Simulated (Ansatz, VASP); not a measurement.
## Two plane-wave programs on Sc

Contents of INCAR:

```
SYSTEM = Sc
  ALGO = Fast
  EDIFF = 1E-6
  ENCUT = 520
  GGA = PS
  ISIF = 2
  ISMEAR = 0
  LASPH = .TRUE.
  LCHARG = .FALSE.
  LREAL = .FALSE.
  LWAVE = .FALSE.
  NBANDS = 12
  NELM = 60
  PREC = Accurate
  SIGMA = 0.1
```

The input KPOINTS:

```
k-points
0
G
  12 12 10
  0 0 0
```

POSCAR

```
Sc
1.0
   -1.8899349515      1.9185628189      1.7264568371
    1.8873607243     -1.9290846191      1.7353279968
    1.8838605609      1.9230102285     -1.7382013747
Sc
1
Direct
    0.0351787282      0.0412886332      0.0204605345
```

Input for Ansatz:

```yaml
crystal:
  lattice:
    - [-1.8899349515, 1.9185628189, 1.7264568371]
    - [1.8873607243, -1.9290846191, 1.7353279968]
    - [1.8838605609, 1.9230102285, -1.7382013747]
  atoms:
    - { symbol: Sc, position: [0.0351787282, 0.0412886332, 0.0204605345] }
basis:
  ecutwfc: 600
kpoints:
  mp_grid: { grid: [12, 12, 10] }
hamiltonian:
  xc: pbesol
scf:
  occupations: { method: gaussian, width: 0.1 }
output:
  forces: true
  stress: true
  eigenvalues: true
```

Change from the starting cell: ecut displaced: 600 eV.

Alike in both runs: task single point; functional PBEsol; k mesh 12 × 12 × 10; occupations gaussian, width 0.1 eV; no spin polarisation.

```csv
,VASP,Ansatz
version,VASP 6.6.1,Ansatz 0.2.0
potentials or method,"VASP PAW PBE potentials, release 64 (Sc_sv), cutoff 520 eV","scalar-relativistic, plane waves, PAW"
valence electrons in the cell,11,11
```

```tsv
	VASP	Ansatz	Ansatz less VASP
gap on the k mesh at the Fermi level (eV)	none	none	-
pressure (GPa)	-2.6	-2.6	+0.03
traceless stress, the component that is largest in VASP (GPa)	-0.54	-0.54	+0.002
```

VASP's potentials were made for PBE, not for PBEsol. A gap of «none» marks a metal or a gap that the smearing closes. The functional is the same, so the differences come from potentials, cutoffs and numerics.
